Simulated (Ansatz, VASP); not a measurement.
**PbS: VASP beside Ansatz**

File INCAR:

```
ALGO = Normal
EDIFF = 1E-8
ENCUT = 520
ISIF = 2
ISMEAR = -1
LASPH = True
LCHARG = False
LEFG = True
LREAL = False
LWAVE = False
NBANDS = 17
NELM = 100
PREC = Accurate
SIGMA = 0.01
```

Contents of KPOINTS:

```
k-points
0
Gamma
  7 7 7
```

POSCAR

```
PbS
1.0
    0.0000000000      2.9650000000      2.9946500000
    2.9650000000      0.0000000000      2.9946500000
    2.9650000000      2.9650000000      0.0000000000
Pb S
1 1
Direct
    0.0000000000      0.0000000000      0.0000000000
    0.5000000000      0.5000000000      0.5000000000
```

Input for Ansatz:

```yaml
crystal:
  lattice:
    - [0.0, 2.965, 2.99465]
    - [2.965, 0.0, 2.99465]
    - [2.965, 2.965, 0.0]
  atoms:
    - { symbol: Pb, position: [0.0, 0.0, 0.0] }
    - { symbol: S, position: [0.5, 0.5, 0.5] }
kpoints:
  mp_grid: { grid: [7, 7, 7] }
scf:
  occupations: { method: fermi_dirac, width: 0.01 }
hamiltonian:
  xc: lda
  pseudopotentials: { kind: all_electron, datasets: crystal }
output:
  forces: true
  stress: true
  eigenvalues: true
  efg: { contact_densities: true }
```

Change from the starting cell: zz strain of +1 %, crystal datasets.

Alike in both runs: task electric field gradients; functional LDA; k mesh 7 × 7 × 7; occupations fermi-dirac, width 0.01 eV; no spin polarisation.

```csv
,VASP,Ansatz
version,VASP 6.6.1,Ansatz 0.2.0
potentials or method,"VASP PAW LDA potentials, release 64 (Pb_d, S), cutoff 520 eV","all-electron PAW with datasets made for the crystal, scalar-relativistic"
```

Ansatz gave:

- gap on the k mesh at the Fermi level (eV): 0.89
- pressure (GPa): -3.1
- traceless stress, the component that is largest in VASP (GPa): -0.73
- size of Vzz on the site where it differs most (V/Å²): 31.6

Question: Which values does VASP return?

Answer: gap on the k mesh at the Fermi level (eV): 0.88; pressure (GPa): -3.1; traceless stress, the component that is largest in VASP (GPa): -0.74; size of Vzz on the site where it differs most (V/Å²): 28.9.

LDA's correlation is that of Perdew and Zunger in VASP and of Perdew and Wang (1992) in Ansatz. Ansatz ran all-electron here, and VASP with PAW potentials.

Spin-orbit coupling is off throughout.
